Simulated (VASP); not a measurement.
Crystal: C3O.

```
CELL_PARAMETERS angstrom
1.15908 -3.14441 0.00000
1.15908 3.14441 0.00000
0.00000 0.00000 4.73495
ATOMIC_POSITIONS crystal
C 0.50000 0.50000 0.71174
C 0.00000 0.00000 0.50000
C 0.50000 0.50000 0.28826
O 0.00000 0.00000 0.00000
```

The cell was generated, and may not be a known phase.

```yaml
Program: VASP 6.6.1
Task: relaxation of cell and atoms
Functional: PBE
Dispersion: D3(BJ)
Potentials_or_basis: VASP PAW PBE potentials, release 64 (C, O)
Cutoff: 600 eV
k_mesh: 8 × 8 × 4
Occupations: gaussian, width 0.1 eV
Spin: no spin polarisation
```

At the start: pressure -2.4 GPa; volume 8.63 Å³/atom.

Q: How do energy, volume and symmetry change on relaxing?

A: Over 3 steps the energy falls by 4.9 meV/atom and the volume is 8.56 Å³/atom (-0.7 %); space group Cmmm (No. 65, to 0.1 Å) before and after.

Step by step:
| step | energy change (eV) | largest force (eV/Å) | pressure (GPa) | volume (Å³) |
| --- | --- | --- | --- | --- |
| 1 | 0.0000 | 0.3344 | -2.41 | 34.51 |
| 2 | 0.0302 | 0.5076 | 4.92 | 33.85 |
| 3 | -0.0195 | 0.0204 | 0.17 | 34.26 |

Final structure:
```
C O
1.0
     1.16422   -3.14516    0.00000
     1.16422    3.14516    0.00000
     0.00000    0.00000    4.67809
C O
3 1
Direct
  0.50000 0.50000 0.71047
  0.00000 0.00000 0.50000
  0.50000 0.50000 0.28953
  0.00000 0.00000 0.00000
```

Caveat: the k points lie up to 0.36 Å⁻¹ apart in the final cell, too coarse for converged energies and pressures of a metal.
